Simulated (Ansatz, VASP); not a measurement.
## Two plane-wave programs on SrIr2

```xyz
6
Lattice="0.0000 3.7911 3.7911 3.7911 0.0000 3.7911 3.7911 3.7911 0.0000" Properties=species:S:1:pos:R:3 pbc="T T T"
Sr    0.0000    0.0000    0.0000
Sr    1.8955    1.8955    1.8955
Ir    4.7389    4.7389    4.7389
Ir    4.7389    2.8433    2.8433
Ir    2.8433    2.8433    4.7389
Ir    2.8433    4.7389    2.8433
```

Alike in both runs: functional LDA; k mesh 12 × 12 × 12; occupations fermi-dirac, width 0.05 eV; no spin polarisation.

Ansatz relaxed the structure, and its values are those at the end. VASP's run is a single point on that final structure, the one shown.

|  | VASP | Ansatz |
| --- | --- | --- |
| version | VASP 6.6.1 | Ansatz 0.2.0 |
| potentials or method | VASP PAW LDA potentials, release 64 (Sr_sv, Ir) | scalar-relativistic, plane waves, PAW |
| plane-wave cutoff (eV) | 520 | 420 |
| valence electrons in the cell | 56 | 88 |

|  | VASP | Ansatz | Ansatz less VASP |
| --- | --- | --- | --- |
| gap on the k mesh at the Fermi level (eV) | none | none | - |
| pressure (GPa) | 1.2 | 0.0 | -1.24 |

LDA's correlation is that of Perdew and Zunger in VASP and of Perdew and Wang (1992) in Ansatz. A gap of «none» marks a metal or a gap that the smearing closes. VASP's potentials hold 56 valence electrons a cell and Ansatz's 88, so a difference there can come from the potentials and not from the codes.

Spin-orbit coupling is off throughout.
